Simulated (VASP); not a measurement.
As:

```
As
1.0
     1.88080    1.08588    3.51406
    -1.88080    1.08588    3.51406
     0.00000   -2.17176    3.51406
As
2
Direct
  0.22600 0.22600 0.22600
  0.77400 0.77400 0.77400
```

Base run:

| Item | Value |
| --- | --- |
| Program | VASP 6.6.1 |
| Functional | PBEsol |
| Potentials or basis | VASP PAW PBE potentials, release 64 (As_d) |
| Cutoff | 510 eV |
| k mesh | 7 × 7 × 7 |
| Occupations | fermi-dirac, width 0.05 eV |
| Spin | no spin polarisation |

Its results: band gap on the k mesh zero (bands 15 and 16 overlap by 0.03 eV); pressure 0.4 GPa; largest force 0.342 eV/Å.

Question: The run is repeated on the same cell with these changes: functional from PBEsol to PBE0; cutoff from 510 eV to 400 eV; k mesh from 7 × 7 × 7 to 4 × 4 × 4. What comes out?

Answer: Band gap on the k mesh 1.03 eV (least direct gap 1.14 eV); pressure 0.8 GPa; largest force 0.185 eV/Å.

Several settings changed at once.

Caveats: some runs use coarse meshes; the PAW data sets were made with another functional, which shifts forces and pressure a little.

A k mesh can miss the band edges.
